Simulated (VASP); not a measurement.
The system is CdSe.

```
Cd Se
1.0
     0.00000    3.11067    3.11067
     3.11067    0.00000    3.11067
     3.11067    3.11067    0.00000
Cd Se
1 1
Cartesian
  0.0000 0.0000 0.0000
  1.5553 1.5553 1.5553
```

Base run:

| Property | Result |
| --- | --- |
| Program | VASP 6.6.1 |
| Functional | PBEsol |
| Potentials or basis | VASP PAW PBE potentials, release 64 (Cd, Se) |
| Cutoff | 520 eV |
| k mesh | 8 × 8 × 8 |
| Occupations | fermi-dirac, width 0.05 eV |
| Spin | no spin polarisation |

Its results: band gap on the k mesh 0.35 eV, direct; pressure -2.8 GPa.

Question: The run is repeated on the same cell with these changes: functional from PBEsol to PBE; dispersion from none to D3(BJ). What comes out?

Answer: Band gap on the k mesh 0.47 eV, direct; pressure -2.1 GPa.

Several settings changed at once, so the effect can't be laid on one alone.

Caveats: the PAW data sets were made with another functional, which shifts forces and pressure a little (some runs).

